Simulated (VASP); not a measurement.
A run of VASP 6.6.1 is set up as follows.

INCAR

```
ALGO     = Normal         # electronic algorithm
EDIFF    = 1E-7           # SCF threshold, eV
ENCUT    = 520            # plane-wave cutoff, eV
GGA      = PE             # functional
ISIF     = 2              # what is computed and relaxed
ISMEAR   = -1             # smearing method
LASPH    = T              # aspherical terms in the spheres
LCHARG   = T              # write CHGCAR
LELF     = T              # ELF
LREAL    = Auto         
LVHAR    = T            
LWAVE    = F              # write WAVECAR
NBANDS   = 108            # bands
NELM     = 60             # most SCF steps
PREC     = Accurate       # precision mode
SIGMA    = 0.02           # smearing width, eV
```

File KPOINTS:

```
k-points
0
Gamma
  1 1 1
```

The input POSCAR:

```
H2C3F4
1.0
    9.4248930000      0.0000000000      0.0000000000
    0.0000000000      9.4248930000      0.0000000000
    0.0000000000      0.0000000000      9.4248930000
C H F
12 8 16
Direct
    0.2789018223      0.2248799492      0.6145245074
    0.1600870939      0.2217211551      0.6625604741
    0.6778886285      0.1210826912      0.0510672621
    0.5688789868      0.1166220394     -0.0171216177
    0.7383338334      0.5742917443      0.7736122623
    0.6641513202      0.5682172574      0.6691625890
    0.8920427444      0.2490004054      0.3594305441
    0.9461929298      0.1338824534      0.3747364890
    0.1965006060      0.6772452600      0.7116440683
    0.6173095104      0.6282455495      0.1991606493
    0.6100307541      0.9766894786      0.5252389893
    0.2250655453      0.3595257664      0.1179653601
    0.0536648776      0.2198222359      0.7030770749
    0.3836195461      0.2286443588      0.5702598932
    0.4722671182      0.1131878777     -0.0782075829
    0.7731970146      0.1251825279      0.1143442142
    0.5972902374      0.5642014718      0.5771256940
    0.8043826860      0.5798629790      0.8662216374
    0.9948464269      0.0321690269      0.3898310559
    0.8451648429      0.3518220472      0.3463297004
    0.3010626455      0.5823729049      0.7002586065
    0.1288701197      0.6885223199      0.5874936725
    0.1044526983      0.6350596395      0.8117852857
    0.2503903323      0.8036474327      0.7477754254
    0.7532981375      0.6248069758      0.2416448915
    0.5331158996      0.6372746979      0.3136723841
    0.5966206634      0.7404748958      0.1161981097
    0.5876436726      0.5094308062      0.1283247751
    0.6659684519      1.0523744523      0.6304645489
    0.7070594344      0.8858719458      0.4742849659
    0.4979759610      0.9034302793      0.5736450610
    0.5674163149      1.0637549317      0.4212126480
    0.1327297507      0.4640907582      0.1456183541
    0.3101238260      0.3415057685      0.2298036541
    0.1540467528      0.2392451067      0.0918462289
    0.3025978147      0.3940070096      0.0039954242
```

Potentials or basis: VASP PAW PBE potentials, release 64 (C, H, F).

Run with:

```sh
$ cat potpaw_PBE.64/C/POTCAR potpaw_PBE.64/H/POTCAR potpaw_PBE.64/F/POTCAR > POTCAR
$ mpirun -np 1 vasp_gam > vasp.out
```

(1) Predict the largest force.

(2) Estimate the pressure.

(3) Estimate the band gap on the k mesh.

Results:

(1) 0.495 eV/Å.

(2) 0.3 GPa.

(3) 5.63 eV.

Caveat: the k points lie up to 0.67 Å⁻¹ apart.
